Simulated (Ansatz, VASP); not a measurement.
**AgCl: VASP beside Ansatz**

Contents of INCAR:

```
ALGO     = Normal         # electronic algorithm
EDIFF    = 1E-6           # SCF threshold, eV
ENCUT    = 520            # plane-wave cutoff, eV
GGA      = PS             # functional
GGA_COMPAT= F            
ISIF     = 2              # what is computed and relaxed
ISMEAR   = 0              # smearing method
LASPH    = T              # aspherical terms in the spheres
LCHARG   = F              # write CHGCAR
LMAXMIX  = 4              # l up to which the mixer works
LNONCOLLINEAR= T              # non-collinear magnetism
LORBIT   = 11             # projections on sites
LORBMOM  = T            
LREAL    = F              # projectors in reciprocal space
LSORBIT  = T              # spin-orbit coupling
LWAVE    = F              # write WAVECAR
MAGMOM   = 0 0 0 0 0 0    # initial moments
NBANDS   = 30             # bands
NELM     = 150            # most SCF steps
PREC     = Accurate       # precision mode
SIGMA    = 0.01           # smearing width, eV
```

Contents of KPOINTS:

```
k-points
0
Gamma
  8 8 8
```

Contents of POSCAR:

```
AgCl
1.0
    2.6695609737      2.6695609737      0.0000000000
   -2.6695609737      2.6695609737      0.0000000000
    0.0000000000      2.6695609737      2.6695609737
Ag Cl
1 1
Direct
    0.0000000000      0.0000000000      0.0000000000
    0.5000000000      0.5000000000      0.0000000000
```

Input for Ansatz:

```yaml
crystal:
  lattice:
    - [2.66956097369, 2.66956097369, 0.0]
    - [-2.66956097369, 2.66956097369, 0.0]
    - [0.0, 2.66956097369, 2.66956097369]
  atoms:
    - { symbol: Ag, position: [0.0, 0.0, 0.0] }
    - { symbol: Cl, position: [0.5, 0.5, 0.0] }
kpoints:
  mp_grid: { grid: [8, 8, 8] }
scf:
  occupations: { method: fixed }
  convergence: { dr2_threshold: 1.0e-10 }
hamiltonian:
  xc: pbesol
  pseudopotentials: { kind: all_electron, lapw: { basis_error: 0.0005 } }
magnetization:
  noncollinear: true
  spin_orbit: true
output:
  forces: true
  stress: true
  eigenstates:
    kpoints:
      - [0.0, 0.0, 0.0]
      - [0.5, 0.0, 0.0]
      - [0.0, 0.5, 0.5]
      - [0.0, -0.5, 0.0]
      - [0.5, 0.0, 0.5]
      - [-0.5, -0.5, -0.5]
      - [-0.5, 0.5, 0.0]
      - [0.0, 0.0, -0.5]
  eigenvalues: true
```

Alike in both runs: task single point; functional PBEsol; k mesh 8 × 8 × 8; non-collinear spin, spin-orbit coupling.

|  | VASP | Ansatz |
| --- | --- | --- |
| version | VASP 6.6.1 | Ansatz 0.2.0 |
| potentials or method | VASP PAW PBE potentials, release 64 (Ag, Cl), cutoff 520 eV | all-electron LAPW |
| occupations | gaussian, width 0.01 eV | fixed |

```csv
,VASP,Ansatz,Ansatz less VASP
pressure (GPa),3.9,4.0,+0.11
```

VASP's potentials were made for PBE, not for PBEsol. Ansatz ran all-electron here, and VASP with PAW potentials.
